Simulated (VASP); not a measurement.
# In3O (Pm-3m) in VASP: further runs

The runs below take In3O through single point, relaxation of cell and atoms, with PBE.

All numbers are computed with VASP 6.6.1; they aren't measurements. Logs are shortened: lines on timing, memory, paths and dates and some standing lists are left out, and cuts for length are marked.

**1. The cell of the first run**

It takes space group Pm-3m (No. 221, cubic). Conventional cell: a = 4.455 Å, b = 4.455 Å, c = 4.455 Å, α = 90.00°, β = 90.00°, γ = 90.00°. In (site symmetry 4/mmm) has 8 In at 3.15 Å and 4 O at 3.15 Å within 4.1 Å. O (site symmetry m-3m) has 12 In at 3.15 Å within 4.1 Å.

**2. Single point, PBE**

The input, INCAR:

```
SYSTEM = In3O
PREC     = Accurate       ! precision mode
ENCUT    = 520            ! plane-wave cutoff, eV
EDIFF    = 1E-7           ! SCF threshold, eV
ISMEAR   = 0              ! smearing method
SIGMA    = 0.1            ! smearing width, eV
LREAL    = .FALSE.        ! projectors in reciprocal space
LASPH    = .TRUE.         ! aspherical terms in the spheres
NELM     = 100            ! most SCF steps
ALGO     = Normal         ! electronic algorithm
ISIF     = 2              ! what is computed and relaxed
LWAVE    = .FALSE.        ! write WAVECAR
LCHARG   = .FALSE.        ! write CHGCAR
GGA      = PE             ! functional
NBANDS   = 30             ! bands
```

The input, KPOINTS:

```
regular mesh
0
G
  4 4 4
  0 0 0
```

The input, POSCAR:

```
In3O
1.0
    4.4553454243      0.0000000000      0.0000000000
    0.0000000000      4.4553454243      0.0000000000
    0.0000000000      0.0000000000      4.4553454243
In O
3 1
Direct
    0.0000000000      0.5000000000      0.5000000000
    0.5000000000      0.0000000000      0.5000000000
    0.5000000000      0.5000000000      0.0000000000
    0.0000000000      0.0000000000      0.0000000000
```

Potentials or basis: VASP PAW PBE potentials, release 64 (In_d, O).

Launch:

```sh
$ cat potpaw_PBE.64/In_d/POTCAR potpaw_PBE.64/O/POTCAR > POTCAR
$ mpirun -np 1 vasp_std > vasp.out
```

OUTCAR:

```text
SYSTEM = In3O
   PREC = Accurate
   ENCUT = 520
   EDIFF = 1E-7
   ISMEAR = 0
   LREAL = .FALSE.
   LASPH = .TRUE.
   NELM = 100
   ISIF = 2
   GGA = PE

 ion  position               nearest neighbor table
   1  0.000  0.500  0.500-   2 3.15   3 3.15   3 3.15   2 3.15   2 3.15   3 3.15   3 3.15   2 3.15

   2  0.500  0.000  0.500-   1 3.15   3 3.15   3 3.15   1 3.15   3 3.15   3 3.15   1 3.15   1 3.15

   3  0.500  0.500  0.000-   1 3.15   2 3.15   1 3.15   2 3.15   2 3.15   2 3.15   1 3.15   1 3.15

   4  0.000  0.000  0.000-

  LATTYP: Found a simple cubic cell.
 ALAT       =     4.4553454243

  Lattice vectors:

 A1 = (   4.4553454243,   0.0000000000,   0.0000000000)
 A2 = (   0.0000000000,   4.4553454243,   0.0000000000)
 A3 = (   0.0000000000,   0.0000000000,   4.4553454243)

Analysis of symmetry for initial positions (statically):
=====================================================================
 Subroutine PRICEL returns:
 Original cell was already a primitive cell.

 Routine SETGRP: Setting up the symmetry group for a
 simple cubic supercell.

 Subroutine GETGRP returns: Found 48 space group operations
 (whereof 48 operations were pure point group operations)
 out of a pool of 48 trial point group operations.

The static configuration has the point symmetry O_h .

Analysis of symmetry for dynamics (positions and initial velocities):
=====================================================================
 Subroutine PRICEL returns:
 Original cell was already a primitive cell.

 Routine SETGRP: Setting up the symmetry group for a
 simple cubic supercell.

 Subroutine GETGRP returns: Found 48 space group operations
 (whereof 48 operations were pure point group operations)
 out of a pool of 48 trial point group operations.

The dynamic configuration has the point symmetry O_h .

 Subroutine INISYM returns: Found 48 space group operations
 (whereof 48 operations are pure point group operations),
 and found     1 'primitive' translations

----------------------------------------------------------------------------------------

                                     Primitive cell

  volume of cell :      88.4391

  direct lattice vectors                    reciprocal lattice vectors
     4.455345424  0.000000000  0.000000000     0.224449488  0.000000000  0.000000000
     0.000000000  4.455345424  0.000000000     0.000000000  0.224449488  0.000000000
     0.000000000  0.000000000  4.455345424     0.000000000  0.000000000  0.224449488

  length of vectors
     4.455345424  4.455345424  4.455345424     0.224449488  0.224449488  0.224449488

  position of ions in fractional coordinates (direct lattice)
     0.000000000  0.500000000  0.500000000
     0.500000000  0.000000000  0.500000000
     0.500000000  0.500000000  0.000000000
     0.000000000  0.000000000  0.000000000

  ion indices of the primitive-cell ions
   primitive index   ion index
                 1           1
                 2           2
                 3           3
                 4           4

----------------------------------------------------------------------------------------

 KPOINTS: regular mesh

Automatic generation of k-mesh.
 Grid dimensions read from file:
 generate k-points for:    4    4    4

 Generating k-lattice:

  Cartesian coordinates                     Fractional coordinates (reciprocal lattice)
     0.056112372  0.000000000  0.000000000     0.250000000  0.000000000  0.000000000
     0.000000000  0.056112372  0.000000000     0.000000000  0.250000000  0.000000000
     0.000000000  0.000000000  0.056112372     0.000000000  0.000000000  0.250000000

  Length of vectors
     0.056112372  0.056112372  0.056112372

  Shift w.r.t. Gamma in fractional coordinates (k-lattice)
     0.000000000  0.000000000  0.000000000

 Subroutine IBZKPT returns following result:
 ===========================================

 Found     10 irreducible k-points:

 Following reciprocal coordinates:
            Coordinates               Weight
  0.000000  0.000000  0.000000      1.000000
  0.250000  0.000000  0.000000      6.000000
  0.500000  0.000000  0.000000      3.000000
  0.250000  0.250000  0.000000     12.000000
  0.500000  0.250000  0.000000     12.000000
  0.500000  0.500000  0.000000      3.000000
  0.250000  0.250000  0.250000      8.000000
  0.500000  0.250000  0.250000     12.000000
  0.500000  0.500000  0.250000      6.000000
  0.500000  0.500000  0.500000      1.000000
   k-points           NKPTS =     10   k-points in BZ     NKDIM =     10   number of bands    NBANDS=     30
   number of dos      NEDOS =    301   number of ions     NIONS =      4
   total plane-waves  NPLWV =  46656
   dimension x,y,z NGX =    36 NGY =   36 NGZ =   36
   dimension x,y,z NGXF=    72 NGYF=   72 NGZF=   72
   ions per type =               3   1
   NGX,Y,Z   is equivalent  to a cutoff of  13.43, 13.43, 13.43 a.u.
   NGXF,Y,Z  is equivalent  to a cutoff of  26.87, 26.87, 26.87 a.u.
 SYSTEM =  In3O
   PREC   = accura    normal or accurate (medium, high low for compatibility)
   ISTART =      0    job   : 0-new  1-cont  2-samecut
   ICHARG =      2    charge: 1-file 2-atom 10-const
   ISPIN  =      1    spin polarized calculation?
   LNONCOLLINEAR =      F non collinear calculations
   LSORBIT =      F    spin-orbit coupling
   LASPH  =      T    aspherical Exc in radial PAW
   ENCUT  =  520.0 eV  38.22 Ry    6.18 a.u.   8.28  8.28  8.28*2*pi/ulx,y,z
   NELM   =    100;   NELMIN=  2; NELMDL= -5     # of ELM steps
   EDIFF  = 0.1E-06   stopping-criterion for ELM
   LREAL  =      F    real-space projection
   EDIFFG = 0.1E-05   stopping-criterion for IOM
   NSW    =      0    number of steps for IOM
   IBRION =     -1    ionic relax: 0-MD 1-quasi-New 2-CG
   NFREE  =      0    steps in history (QN), initial steepest desc. (CG)
   ISIF   =      2    stress and relaxation
   ISYM   =      2    0-nonsym 1-usesym 2-fastsym
   POTIM  = 0.5000    time-step for ionic-motion
   TEBEG  =    0.0;   TEEND  =   0.0 temperature during run
   PSTRESS=    0.0 pullay stress
   NELECT =      45.0000    total number of electrons
   NUPDOWN=      -1.0000    fix difference up-down
   EMIN   =  10.00;   EMAX   =-10.00  energy-range for DOS
   EFERMI =   0.00;   METHOD = LEGACY
   ISMEAR =     0;   SIGMA  =   0.10  broadening in eV -4-tet -1-fermi 0-gaus
   EFERMI_NEDOS =   21; number of points for ismear=-14 and -15
   IALGO  =     38    algorithm
   IMIX   =      4    mixing-type and parameters
     AMIX     =   0.40;   BMIX     =  1.00
     AMIX_MAG =   1.60;   BMIX_MAG =  1.00
  volume/ion in A,a.u.               =      22.11       149.20
  Fermi-wavevector in a.u.,A,eV,Ry     =   1.306966  2.469808 23.240929  1.708160
  Thomas-Fermi vector in A             =   2.437732
   LORBIT       =      0    0 simple, 1 ext, 2 COOP (PROOUT), +10 PAW based schemes
   GGA     = PE    functional components
   LHFCALC =     F    Hartree Fock is set to
   AEXX    =    0.0000 exact exchange contribution
   IVDW    =     0    specifies the selected vdW correction
   LEPSILON=     F    determine dielectric tensor
   LRPA    =     F    only Hartree local field effects (RPA)
 non-spin polarized calculation
 Gauss-broadening in eV      SIGMA  =   0.10
  energy-cutoff  :      520.00
  volume of cell :       88.44
 maximum number of plane-waves:      2409
 NGX is ok and might be reduce to    36
   NGX = 17   NGY = 17   NGZ = 17

 number of electron      45.0000005 magnetization

 Free energy of the ion-electron system (eV)
  ---------------------------------------------------
  ext. energy  EPLUGINS =         0.00000000
  ---------------------------------------------------
  free energy    TOTEN  =       -12.49868973 eV

  energy without entropy =      -12.49248564  energy(sigma->0) =      -12.49558768

 E-fermi :   6.8313     XC(G=0): -10.1997

 val. band max:        6.4952576365   @ k =   0.5000   0.2500   0.2500
 cond. band min:       6.8735177991   @ k =   0.5000   0.0000   0.0000
 fundamental gap:      0.3782601626
 Fermi energy:         6.8313253510

 k-point     1 :       0.0000    0.0000    0.0000
  band No.  band energies     occupation
      1      -9.5414      2.00000
      2      -8.4758      2.00000
      3      -8.4758      2.00000
      4      -8.4758      2.00000
      5      -8.4281      2.00000
      6      -8.2537      2.00000
[... 22 lines left out ...]
     29      12.1880      0.00000
     30      15.6612      0.00000

 k-point     2 :       0.2500    0.0000    0.0000
  band No.  band energies     occupation
      1      -9.5057      2.00000
      2      -8.4618      2.00000
      3      -8.3818      2.00000
      4      -8.3818      2.00000
      5      -8.3662      2.00000
      6      -8.2410      2.00000
[... 22 lines left out ...]
     29      13.2048      0.00000
     30      14.1088      0.00000

 k-point     3 :       0.5000    0.0000    0.0000
  band No.  band energies     occupation
      1      -9.4685      2.00000
      2      -8.4467      2.00000
      3      -8.2910      2.00000
      4      -8.2173      2.00000
      5      -8.1685      2.00000
      6      -8.1685      2.00000
[... 22 lines left out ...]
     29      12.0836      0.00000
     30      14.2620      0.00000

 k-point     4 :       0.2500    0.2500    0.0000
  band No.  band energies     occupation
      1      -9.4864      2.00000
      2      -8.3979      2.00000
      3      -8.3689      2.00000
      4      -8.3408      2.00000
      5      -8.2849      2.00000
      6      -8.2109      2.00000
[... 22 lines left out ...]
     29      12.5141      0.00000
     30      12.9004      0.00000

 k-point     5 :       0.5000    0.2500    0.0000
  band No.  band energies     occupation
      1      -9.4673      2.00000
      2      -8.3660      2.00000
      3      -8.2806      2.00000
      4      -8.2452      2.00000
      5      -8.1835      2.00000
      6      -8.1574      2.00000
[... 22 lines left out ...]
     29      11.9477      0.00000
     30      13.5125      0.00000

 k-point     6 :       0.5000    0.5000    0.0000
  band No.  band energies     occupation
      1      -9.4665      2.00000
      2      -8.2978      2.00000
      3      -8.2978      2.00000
      4      -8.2316      2.00000
      5      -8.1338      2.00000
      6      -8.1096      2.00000
[... 22 lines left out ...]
     29      11.6604      0.00000
     30      16.0899      0.00000

 k-point     7 :       0.2500    0.2500    0.2500
  band No.  band energies     occupation
      1      -9.4858      2.00000
      2      -8.3998      2.00000
      3      -8.3286      2.00000
      4      -8.3286      2.00000
      5      -8.2240      2.00000
      6      -8.1488      2.00000
[... 22 lines left out ...]
     29      14.0974      0.00000
     30      14.7277      0.00000

 k-point     8 :       0.5000    0.2500    0.2500
  band No.  band energies     occupation
      1      -9.4854      2.00000
      2      -8.3639      2.00000
      3      -8.2637      2.00000
      4      -8.2539      2.00000
      5      -8.2287      2.00000
      6      -8.2235      2.00000
[... 22 lines left out ...]
     29      13.9377      0.00000
     30      14.8983      0.00000

 k-point     9 :       0.5000    0.5000    0.2500
  band No.  band energies     occupation
      1      -9.5027      2.00000
      2      -8.3100      2.00000
      3      -8.3100      2.00000
      4      -8.3014      2.00000
      5      -8.2273      2.00000
      6      -8.2273      2.00000
[... 22 lines left out ...]
     29      14.6699      0.00000
     30      14.9967      0.00000

 k-point    10 :       0.5000    0.5000    0.5000
  band No.  band energies     occupation
      1      -9.5361      2.00000
      2      -8.3471      2.00000
      3      -8.3471      2.00000
      4      -8.3471      2.00000
      5      -8.2564      2.00000
      6      -8.2564      2.00000
[... 22 lines left out ...]
     29      16.4541      0.00000
     30      17.6833      0.00000

------------------------ aborting loop because EDIFF is reached ----------------------------------------

  FORCE on cell =-STRESS in cart. coord.  units (eV):
  Direction    XX          YY          ZZ          XY          YZ          ZX
  --------------------------------------------------------------------------------------
  -------------------------------------------------------------------------------------
  Total        0.0058077      0.0058077      0.0058077      0.0000000      0.0000000     -0.0000000
  in kB        0.1052132      0.1052132      0.1052132      0.0000000      0.0000000     -0.0000000
  external PRESSURE =       0.1052132 kB  Pullay stress =       0.0000000 kB

 VOLUME and BASIS-vectors are now :
 -----------------------------------------------------------------------------
  energy-cutoff  :      520.00
  volume of cell :       88.44
      direct lattice vectors                 reciprocal lattice vectors
     4.455345424  0.000000000  0.000000000     0.224449488  0.000000000  0.000000000
     0.000000000  4.455345424  0.000000000     0.000000000  0.224449488  0.000000000
     0.000000000  0.000000000  4.455345424     0.000000000  0.000000000  0.224449488

 POSITION                                       TOTAL-FORCE (eV/Angst)
 -----------------------------------------------------------------------------------
      0.00000      2.22767      2.22767         0.000000      0.000000      0.000000
      2.22767      0.00000      2.22767         0.000000      0.000000      0.000000
      2.22767      2.22767      0.00000         0.000000      0.000000      0.000000
      0.00000      0.00000      0.00000         0.000000      0.000000      0.000000
 -----------------------------------------------------------------------------------
    total drift:                                0.000000      0.000000      0.000000

  FREE ENERGIE OF THE ION-ELECTRON SYSTEM (eV)
  ---------------------------------------------------
  free  energy   TOTEN  =       -12.4986897301 eV

  energy  without entropy=      -12.4924856356  energy(sigma->0) =      -12.49558768
```

Run time: 41 s. Hardware: 1 thread of Intel Xeon Platinum 8259CL at 2.50GHz (Skylake/Cascade Lake), shared host; peak memory 0.2 GiB.

What came out:

```yaml
Free_energy: -12.4987 eV
Pressure: 0.0 GPa
```

Caveat: spin-orbit coupling is left out, which moves the levels of the heavy elements; an odd number of electrons without spin polarisation forces a metal; a magnetic or distorted state may lie lower.

[end of part 1 of 2]
